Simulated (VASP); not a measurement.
Input of a VASP 6.6.1 run:

The input INCAR:

```
  PREC = Accurate
  ENCUT = 600
  EDIFF = 1E-7
  ISMEAR = 0
  SIGMA = 0.02
  LREAL = F
  LASPH = T
  NELM = 100
  ALGO = Normal
  ISIF = 3
  LWAVE = F
  LCHARG = F
  GGA = PS
  IBRION = 2
  NSW = 100
  EDIFFG = -0.005
```

The input KPOINTS:

```
Automatic mesh
0
Gamma
  9 9 6
```

File POSCAR:

```
ZnO
1.0
    3.2373510235      0.0000000000      0.0000000000
   -1.6186755117      2.8036282273      0.0000000000
    0.0000000000      0.0000000000      5.2220613000
Zn O
2 2
Direct
    0.6666666700      0.3333333300      0.5005917000
    0.3333333300      0.6666666700      0.0005917000
    0.6666666700      0.3333333300      0.8797183000
    0.3333333300      0.6666666700      0.3797183000
```

Potentials or basis: VASP PAW PBE potentials, release 64 (Zn, O).

Command:

```sh
$ cat potpaw_PBE.64/Zn/POTCAR potpaw_PBE.64/O/POTCAR > POTCAR
$ mpirun -np 1 vasp_std > vasp.out
```

(1) Predict the space group after relaxing (to 0.05 Å).

(2) Predict the relaxed volume.

(3) Predict the band gap on the k mesh.

Answers

(1) P6_3mc (No. 186).

(2) 11.84 Å³/atom.

(3) 0.68 eV, direct.

Caveat: the PAW data sets were made with another functional, which shifts forces and pressure a little.
